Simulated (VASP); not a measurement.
Wanted: the native input for a VASP 6.6.1 run.

```
Task                   : relaxation of cell and atoms
Functional             : LDA
Potentials or basis    : VASP PAW LDA potentials, release 64 (Y_sv)
Cutoff                 : 600 eV
k mesh                 : 7 × 7 × 4
Occupations            : methfessel-paxton, width 0.05 eV
Spin                   : no spin polarisation
Dipole correction      : no
Further INCAR settings : ALGO = Normal; EDIFF = 1e-06; IBRION = 2; EDIFFG = -0.03; NSW = 60; ISIF = 3
```

The structure of Y lies in POSCAR:

```
Y
1.0
    3.6474000000      0.0000000000      0.0000000000
   -1.8237000000      3.1587410000      0.0000000000
    0.0000000000      0.0000000000      5.7306000000
Y
2
Direct
    0.3333333333      0.6666666667      0.2500000000
    0.6666666667      0.3333333333      0.7500000000
```

These files were run (other wordings do the same):

INCAR

```
SYSTEM = Y
PREC = Accurate
ENCUT = 600
EDIFF = 1E-6
ISMEAR = 1
SIGMA = 0.05
LREAL = .False.
LASPH = .True.
NELM = 60
ALGO = Normal
ISIF = 3
LWAVE = .False.
LCHARG = .False.
IBRION = 2
NSW = 60
EDIFFG = -0.03
```

KPOINTS

```
regular mesh
0
Gamma
  7 7 4
  0 0 0
```

Potentials or basis: VASP PAW LDA potentials, release 64 (Y_sv).

Launch:

```sh
$ cat potpaw_LDA.64/Y_sv/POTCAR > POTCAR
$ mpirun -np 1 vasp_std > vasp.out
```

It gave:

```yaml
Relaxed_volume: 29.99 Å³/atom
Relaxed_cell: a = 3.541 Å, b = 3.541 Å, c = 5.521 Å, α = 90.00°, β = 90.00°, γ = 120.00°
Space_group_after_relaxing_to_0.05_Å: P6_3/mmc (No. 194)
Energy_gained_by_relaxing: 37.9 meV/atom
Ionic_steps: 3
Pressure_after_relaxing: 0.0 GPa
Band_gap_on_the_k_mesh: zero (band 11 reaches 4.61 eV, above the bottom of band 12 at 2.83 eV)
```

It took 110 s on 1 thread of AMD EPYC 7R13, on a shared host, peak memory 0.17 GiB.
